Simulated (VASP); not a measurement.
# Hf2Si (I4/mcm) in VASP: a series of runs

Aim: see how the results for Hf2Si move with the level of theory and the settings. Levels: PBEsol, PBEsol+D4. Tasks: relaxation of cell and atoms.

Program: VASP 6.6.1. These are calculated values, not measurements. Logs are shortened: lines on timing, memory, paths and dates and some standing lists are left out, and cuts for length are marked.

### Step 1. The cell of the first run

Symmetry: I4/mcm, No. 140, tetragonal system. Conventional cell: a = 6.551 Å, b = 6.551 Å, c = 5.166 Å, α = 90.00°, β = 90.00°, γ = 90.00°. Hf (site symmetry m2m) has 4 Si at 2.79 Å and 11 Hf at 2.90 to 3.50 Å within 3.7 Å. Si (site symmetry 422) has 2 Si at 2.58 Å and 8 Hf at 2.79 Å within 3.4 Å.

### Step 2. Relaxation of cell and atoms, PBEsol

Contents of INCAR:

```
ALGO = Fast
EDIFF = 1E-6
EDIFFG = -0.01
ENCUT = 600
GGA = PS
IBRION = 2
ISIF = 3
ISMEAR = 0
LASPH = True
LCHARG = False
LREAL = False
LWAVE = False
NELM = 60
NSW = 80
PREC = Accurate
SIGMA = 0.1
```

Contents of KPOINTS:

```
k-points
0
Gamma
  10 10 10
```

Contents of POSCAR:

```
Hf2Si
1.0
   -3.2753522240      3.2753522240      2.5828233930
    3.2753522240     -3.2753522240      2.5828233930
    3.2753522240      3.2753522240     -2.5828233930
Hf Si
4 2
Direct
    0.8435136200      0.6564863800      0.5000000000
    0.3435136200      0.8435136200      0.1870272400
    0.1564863800      0.3435136200      0.5000000000
    0.6564863800      0.1564863800      0.8129727600
    0.7500000000      0.7500000000      0.0000000000
    0.2500000000      0.2500000000      0.0000000000
```

Potentials or basis: VASP PAW PBE potentials, release 64 (Hf_pv, Si).

Started as:

```sh
$ cat potpaw_PBE.64/Hf_pv/POTCAR potpaw_PBE.64/Si/POTCAR > POTCAR
$ mpirun -np 1 vasp_std > vasp.out
```

OUTCAR:

```text
EDIFF = 1E-6
   EDIFFG = -0.01
   ENCUT = 600
   GGA = PS
   IBRION = 2
   ISIF = 3
   ISMEAR = 0
   LASPH = True
   LREAL = False
   NELM = 60
   NSW = 80
   PREC = Accurate

 ion  position               nearest neighbor table
   1  0.844  0.656  0.500-   6 2.79   5 2.79   5 2.79   6 2.79   3 2.90   3 3.11   3 3.11   4 3.30
                             2 3.30   4 3.30   2 3.30   4 3.50   2 3.50   2 3.50   4 3.50
   2  0.344  0.844  0.187-   5 2.79   6 2.79   6 2.79   5 2.79   4 2.90   4 3.11   4 3.11   1 3.30
                             3 3.30   3 3.30   1 3.30   1 3.50   3 3.50   1 3.50   3 3.50
   3  0.156  0.344  0.500-   5 2.79   6 2.79   6 2.79   5 2.79   1 2.90   1 3.11   1 3.11   4 3.30
                             2 3.30   4 3.30   2 3.30   4 3.50   2 3.50   4 3.50   2 3.50
   4  0.656  0.156  0.813-   5 2.79   6 2.79   6 2.79   5 2.79   2 2.90   2 3.11   2 3.11   1 3.30
                             3 3.30   3 3.30   1 3.30   1 3.50   3 3.50   1 3.50   3 3.50
   5  0.750  0.750  0.000-   6 2.58   6 2.58   2 2.79   4 2.79   4 2.79   2 2.79   1 2.79   1 2.79
                             3 2.79   3 2.79
   6  0.250  0.250  0.000-   5 2.58   5 2.58   2 2.79   4 2.79   4 2.79   2 2.79   3 2.79   1 2.79
                             1 2.79   3 2.79

  LATTYP: Found a body centered tetragonal cell.
 ALAT       =     6.5507044480
 C/A-ratio  =     0.7885635548

  Lattice vectors:

 A1 = (  -3.2753522240,   3.2753522240,   2.5828233930)
 A2 = (   3.2753522240,  -3.2753522240,   2.5828233930)
 A3 = (   3.2753522240,   3.2753522240,  -2.5828233930)

Analysis of symmetry for initial positions (statically):
=====================================================================
 Subroutine PRICEL returns:
 Original cell was already a primitive cell.

 Routine SETGRP: Setting up the symmetry group for a
 body centered tetragonal supercell.

 Subroutine GETGRP returns: Found 16 space group operations
 (whereof  8 operations were pure point group operations)
 out of a pool of 16 trial point group operations.

The static configuration has the point symmetry C_4h.
 The point group associated with its full space group is D_4h.

Analysis of symmetry for dynamics (positions and initial velocities):
=====================================================================
 Subroutine PRICEL returns:
 Original cell was already a primitive cell.

 Routine SETGRP: Setting up the symmetry group for a
 body centered tetragonal supercell.

 Subroutine GETGRP returns: Found 16 space group operations
 (whereof  8 operations were pure point group operations)
 out of a pool of 16 trial point group operations.

The dynamic configuration has the point symmetry C_4h.
 The point group associated with its full space group is D_4h.

 Subroutine INISYM returns: Found 16 space group operations
 (whereof  8 operations are pure point group operations),
 and found     1 'primitive' translations

----------------------------------------------------------------------------------------

                                     Primitive cell

  volume of cell :     110.8334

  direct lattice vectors                    reciprocal lattice vectors
    -3.275352224  3.275352224  2.582823393     0.000000000  0.152655338  0.193586600
     3.275352224 -3.275352224  2.582823393     0.152655338  0.000000000  0.193586600
     3.275352224  3.275352224 -2.582823393     0.152655338  0.152655338  0.000000000

  length of vectors
     5.303474433  5.303474433  5.303474433     0.246534833  0.246534833  0.215887249

  position of ions in fractional coordinates (direct lattice)
     0.843513620  0.656486380  0.500000000
     0.343513620  0.843513620  0.187027240
     0.156486380  0.343513620  0.500000000
     0.656486380  0.156486380  0.812972760
     0.750000000  0.750000000  0.000000000
     0.250000000  0.250000000  0.000000000

  ion indices of the primitive-cell ions
   primitive index   ion index
                 1           1
                 2           2
                 3           3
                 4           4
                 5           5
                 6           6

----------------------------------------------------------------------------------------

 KPOINTS: k-points

Automatic generation of k-mesh.
 Grid dimensions read from file:
 generate k-points for:   10   10   10

 Generating k-lattice:

  Cartesian coordinates                     Fractional coordinates (reciprocal lattice)
     0.000000000  0.015265534  0.019358660     0.100000000 -0.000000000  0.000000000
     0.015265534  0.000000000  0.019358660    -0.000000000  0.100000000  0.000000000
     0.015265534  0.015265534  0.000000000     0.000000000  0.000000000  0.100000000

  Length of vectors
     0.024653483  0.024653483  0.021588725

  Shift w.r.t. Gamma in fractional coordinates (k-lattice)
     0.000000000  0.000000000  0.000000000

 Subroutine IBZKPT returns following result:
 ===========================================

 Found    102 irreducible k-points:

 Following reciprocal coordinates:
            Coordinates               Weight
  0.000000  0.000000  0.000000      1.000000
  0.100000  0.000000 -0.000000      8.000000
  0.200000  0.000000 -0.000000      8.000000
  0.300000  0.000000 -0.000000      8.000000
  0.400000  0.000000 -0.000000      8.000000
  0.500000  0.000000 -0.000000      4.000000
[... 16 lines left out ...]
  0.300000  0.300000 -0.000000      8.000000
  0.400000  0.300000 -0.000000     16.000000
 [... further k-points ...]
   k-points           NKPTS =    102   k-points in BZ     NKDIM =    102   number of bands    NBANDS=     28
   number of dos      NEDOS =    301   number of ions     NIONS =      6
   total plane-waves  NPLWV =  74088
   dimension x,y,z NGX =    42 NGY =   42 NGZ =   42
   dimension x,y,z NGXF=    84 NGYF=   84 NGZF=   84
   ions per type =               4   2
   NGX,Y,Z   is equivalent  to a cutoff of  13.17, 13.17, 13.17 a.u.
   NGXF,Y,Z  is equivalent  to a cutoff of  26.33, 26.33, 26.33 a.u.
 SYSTEM =  unknown system
   PREC   = accura    normal or accurate (medium, high low for compatibility)
   ISTART =      0    job   : 0-new  1-cont  2-samecut
   ICHARG =      2    charge: 1-file 2-atom 10-const
   ISPIN  =      1    spin polarized calculation?
   LNONCOLLINEAR =      F non collinear calculations
   LSORBIT =      F    spin-orbit coupling
   LASPH  =      T    aspherical Exc in radial PAW
   ENCUT  =  600.0 eV  44.10 Ry    6.64 a.u.  10.59 10.59 10.59*2*pi/ulx,y,z
   NELM   =     60;   NELMIN=  2; NELMDL= -5     # of ELM steps
   EDIFF  = 0.1E-05   stopping-criterion for ELM
   LREAL  =      F    real-space projection
   EDIFFG = -.1E-01   stopping-criterion for IOM
   NSW    =     80    number of steps for IOM
   IBRION =      2    ionic relax: 0-MD 1-quasi-New 2-CG
   NFREE  =      1    steps in history (QN), initial steepest desc. (CG)
   ISIF   =      3    stress and relaxation
   ISYM   =      2    0-nonsym 1-usesym 2-fastsym
   POTIM  = 0.5000    time-step for ionic-motion
   TEBEG  =    0.0;   TEEND  =   0.0 temperature during run
   PSTRESS=    0.0 pullay stress
   NELECT =      48.0000    total number of electrons
   NUPDOWN=      -1.0000    fix difference up-down
   EMIN   =  10.00;   EMAX   =-10.00  energy-range for DOS
   EFERMI =   0.00;   METHOD = LEGACY
   ISMEAR =     0;   SIGMA  =   0.10  broadening in eV -4-tet -1-fermi 0-gaus
   EFERMI_NEDOS =   21; number of points for ismear=-14 and -15
   IALGO  =     68    algorithm
   IMIX   =      4    mixing-type and parameters
     AMIX     =   0.40;   BMIX     =  1.00
     AMIX_MAG =   1.60;   BMIX_MAG =  1.00
  volume/ion in A,a.u.               =      18.47       124.66
  Fermi-wavevector in a.u.,A,eV,Ry     =   1.238602  2.340618 20.873162  1.534134
  Thomas-Fermi vector in A             =   2.373120
   LORBIT       =      0    0 simple, 1 ext, 2 COOP (PROOUT), +10 PAW based schemes
   GGA     = PS    functional components
   LHFCALC =     F    Hartree Fock is set to
   AEXX    =    0.0000 exact exchange contribution
   IVDW    =     0    specifies the selected vdW correction
   LEPSILON=     F    determine dielectric tensor
   LRPA    =     F    only Hartree local field effects (RPA)
 conjugate gradient relaxation of ions
 non-spin polarized calculation
 RMM-DIIS sequential band-by-band and
 Gauss-broadening in eV      SIGMA  =   0.10
  energy-cutoff  :      600.00
  volume of cell :      110.83
 maximum number of plane-waves:      3727
   NGX = 21   NGY = 21   NGZ = 21

--------------------------------------- Ionic step        1  -------------------------------------------

 number of electron      48.0000005 magnetization

 Free energy of the ion-electron system (eV)
  ---------------------------------------------------
  ext. energy  EPLUGINS =         0.00000000
  ---------------------------------------------------
  free energy    TOTEN  =       -58.28853249 eV

  energy without entropy =      -58.27684681  energy(sigma->0) =      -58.28268965

------------------------ aborting loop because EDIFF is reached ----------------------------------------

  FORCE on cell =-STRESS in cart. coord.  units (eV):
  Direction    XX          YY          ZZ          XY          YZ          ZX
  --------------------------------------------------------------------------------------
  -------------------------------------------------------------------------------------
  Total       -1.8260273     -1.8260273     -1.6843578      0.0000000      0.0000000      0.0000000
  in kB      -26.3965480    -26.3965480    -24.3486118      0.0000000      0.0000000      0.0000000
  external PRESSURE =     -25.7139026 kB  Pullay stress =       0.0000000 kB
[... 145 lines left out ...]
  energy  without entropy=      -58.2929656869  energy(sigma->0) =      -58.29876868

--------------------------------------- Ionic step        5  -------------------------------------------

 number of electron      48.0000003 magnetization

 Free energy of the ion-electron system (eV)
  ---------------------------------------------------
  ext. energy  EPLUGINS =         0.00000000
  ---------------------------------------------------
  free energy    TOTEN  =       -58.30465041 eV

  energy without entropy =      -58.29305704  energy(sigma->0) =      -58.29885372

 E-fermi :   6.1119     XC(G=0): -11.7313

 val. band max:        6.1009744002   @ k =   0.5000   0.1000  -0.0000
 cond. band min:       6.1123630619   @ k =   0.2000   0.2000   0.2000
 fundamental gap:      0.0113886618
 Fermi energy:         6.1118764780

 k-point     1 :       0.0000    0.0000    0.0000
  band No.  band energies     occupation
      1     -24.1085      2.00000
      2     -24.0976      2.00000
      3     -23.9739      2.00000
      4     -23.9739      2.00000
      5     -23.9391      2.00000
      6     -23.9391      2.00000
[... 733 lines left out ...]
     27       7.9778      0.00000
     28       8.4419      0.00000

 [... further k-points ...]
[... 5 lines left out ...]
  --------------------------------------------------------------------------------------
  -------------------------------------------------------------------------------------
  Total        0.0231373      0.0231373      0.0473815      0.0000000     -0.0000000      0.0000000
  in kB        0.3405434      0.3405434      0.6973792      0.0000000     -0.0000000      0.0000000
  external PRESSURE =       0.4594887 kB  Pullay stress =       0.0000000 kB
[... 21 lines left out ...]
  FREE ENERGIE OF THE ION-ELECTRON SYSTEM (eV)
  ---------------------------------------------------
  free  energy   TOTEN  =       -58.3046504134 eV

  energy  without entropy=      -58.2930570357  energy(sigma->0) =      -58.29885372

 reached required accuracy - stopping structural energy minimisation
```

Wall time 18 min (1 thread of Intel Xeon 6975P-C (Granite Rapids), shared host); peak memory 0.5 GiB.

Results:

```
Free energy                           : -58.3047 eV
Relaxed volume                        : 18.14 Å³/atom
Relaxed cell                          : a = 5.271 Å, b = 5.271 Å, c = 5.271 Å, α = 103.75°, β = 103.75°, γ = 121.64°
Space group after relaxing (to 0.1 Å) : I4/mcm (No. 140)
Energy gained by relaxing             : 2.7 meV/atom
Ionic steps                           : 5
Pressure after relaxing               : 0.0 GPa
Largest force after relaxing          : 0.005 eV/Å
Band gap on the k mesh                : zero (bands 24 and 25 overlap by 0.81 eV)
```

Forces on the atoms (eV/Å):
```
Hf   0.004 -0.004  0.000
Hf  -0.004 -0.004  0.000
Hf  -0.004  0.004  0.000
Hf   0.004  0.004  0.000
Si   0.000  0.000  0.000
Si   0.000  0.000  0.000
```

Step by step:
```
step  energy change (eV)  largest force (eV/Å)  pressure (GPa)  volume (Å³)
   1              0.0000                0.0336           -2.57       110.83
   2              0.0178                0.0167            4.06       106.15
   3             -0.0160                0.0159           -0.01       108.89
   4             -0.0160                0.0153            0.05       108.85
   5             -0.0161                0.0055            0.05       108.86
```

Final structure:
```cif
data_structure
_symmetry_space_group_name_H-M 'P 1'
_symmetry_Int_Tables_number 1
_cell_length_a 5.2710
_cell_length_b 5.2710
_cell_length_c 5.2710
_cell_angle_alpha 103.752
_cell_angle_beta 103.752
_cell_angle_gamma 121.640
_cell_volume 108.86
loop_
_atom_site_label
_atom_site_type_symbol
_atom_site_fract_x
_atom_site_fract_y
_atom_site_fract_z
_atom_site_occupancy
Hf1 Hf 0.84337 0.65663 0.50000 1
Hf2 Hf 0.34337 0.84337 0.18674 1
Hf3 Hf 0.15663 0.34337 0.50000 1
Hf4 Hf 0.65663 0.15663 0.81326 1
Si1 Si 0.75000 0.75000 0.00000 1
Si2 Si 0.25000 0.25000 0.00000 1
```

Levels at points of the mesh, in eV from the Fermi level:
| k point | band 20 | band 21 | band 22 | band 23 | band 24 | band 25 | band 26 | band 27 | band 28 |
| --- | --- | --- | --- | --- | --- | --- | --- | --- | --- |
| (0.00, 0.00, 0.00) | -1.38 | -1.29 | -1.29 | -1.01 | -0.90 | 2.07 | 2.08 | 2.10 | 2.58 |
| (0.50, 0.00, 0.00) | -1.11 | -0.74 | -0.74 | -0.53 | -0.53 | 0.21 | 0.21 | 1.99 | 1.99 |
| (0.50, 0.50, 0.00) | -2.18 | -1.46 | -1.09 | -0.64 | -0.41 | 1.31 | 1.37 | 1.68 | 2.15 |
| (0.50, 0.50, 0.50) | -2.05 | -0.90 | -0.45 | 0.02 | 0.33 | 0.37 | 0.37 | 1.33 | 1.43 |

Caveat: the PAW data sets were made with another functional, which shifts forces and pressure a little; spin-orbit coupling is left out, which moves the levels of the heavy elements.

### Step 3. Relaxation of cell and atoms, PBEsol+D4

Contents of INCAR:

```
  PREC = Accurate
  ENCUT = 600
  EDIFF = 1E-6
  ISMEAR = 0
  SIGMA = 0.1
  LREAL = False
  LASPH = True
  NELM = 80
  ALGO = Fast
  ISIF = 3
  LWAVE = False
  LCHARG = False
  GGA = PS
  IVDW = 13
  IBRION = 2
  NSW = 80
  EDIFFG = -0.01
```

Contents of KPOINTS:

```
regular mesh
0
Gamma
  10 10 10
```

POSCAR is that of step 2.

Potentials or basis: VASP PAW PBE potentials, release 64 (Hf_pv, Si).

Started as:

```sh
$ cat potpaw_PBE.64/Hf_pv/POTCAR potpaw_PBE.64/Si/POTCAR > POTCAR
$ mpirun -np 1 vasp_std > vasp.out
```

Run time: 16 min. Hardware: 1 thread of Intel Xeon 6975P-C (Granite Rapids), shared host; peak memory 0.49 GiB.

It converged, with:

* Free energy: -59.3064 eV
* Relaxed volume: 17.97 Å³/atom
* Relaxed cell: a = 5.254 Å, b = 5.254 Å, c = 5.254 Å, α = 103.76°, β = 103.76°, γ = 121.62°
* Space group after relaxing (to 0.1 Å): I4/mcm (No. 140)
* Energy gained by relaxing: 6.3 meV/atom
* Ionic steps: 5
* Pressure after relaxing: 0.0 GPa
* Largest force after relaxing: 0.005 eV/Å
* Band gap on the k mesh: zero (bands 24 and 25 overlap by 0.83 eV)
* Dispersion energy per atom: -0.168 eV

Forces on the atoms (eV/Å):
```
Hf   0.003 -0.003  0.000
Hf  -0.003 -0.003  0.000
Hf  -0.003  0.003  0.000
Hf   0.003  0.003  0.000
Si   0.000  0.000  0.000
Si   0.000  0.000  0.000
```

Step by step:
| step | energy change (eV) | largest force (eV/Å) | pressure (GPa) | volume (Å³) |
| --- | --- | --- | --- | --- |
| 1 | 0.0000 | 0.0339 | -3.94 | 110.83 |
| 2 | 0.0450 | 0.0365 | 6.56 | 103.70 |
| 3 | -0.0376 | 0.0113 | -0.03 | 107.89 |
| 4 | -0.0376 | 0.0105 | 0.04 | 107.83 |
| 5 | -0.0377 | 0.0049 | 0.05 | 107.83 |

Final structure:
```yaml
crystal:
  lattice:
    - [-3.24353, 3.24353, 2.56248]
    - [3.24353, -3.24353, 2.56248]
    - [3.24353, 3.24353, -2.56248]
  atoms:
    - { symbol: Hf, position: [0.84339, 0.65661, 0.50000] }
    - { symbol: Hf, position: [0.34339, 0.84339, 0.18678] }
    - { symbol: Hf, position: [0.15661, 0.34339, 0.50000] }
    - { symbol: Hf, position: [0.65661, 0.15661, 0.81322] }
    - { symbol: Si, position: [0.75000, 0.75000, 0.00000] }
    - { symbol: Si, position: [0.25000, 0.25000, 0.00000] }
```

Levels at points of the mesh, in eV from the Fermi level:
| k point | band 21 | band 22 | band 23 | band 24 | band 25 | band 26 | band 27 | band 28 |
| --- | --- | --- | --- | --- | --- | --- | --- | --- |
| (0.00, 0.00, 0.00) | -1.30 | -1.30 | -1.02 | -0.89 | 2.08 | 2.10 | 2.12 | 2.61 |
| (0.50, 0.00, 0.00) | -0.75 | -0.75 | -0.54 | -0.54 | 0.22 | 0.22 | 2.01 | 2.01 |
| (0.50, 0.50, 0.00) | -1.47 | -1.09 | -0.63 | -0.40 | 1.31 | 1.38 | 1.69 | 2.16 |
| (0.50, 0.50, 0.50) | -0.91 | -0.46 | 0.02 | 0.33 | 0.37 | 0.37 | 1.33 | 1.44 |

Caveat: the PAW data sets were made with another functional, which shifts forces and pressure a little; spin-orbit coupling is left out, which moves the levels of the heavy elements.
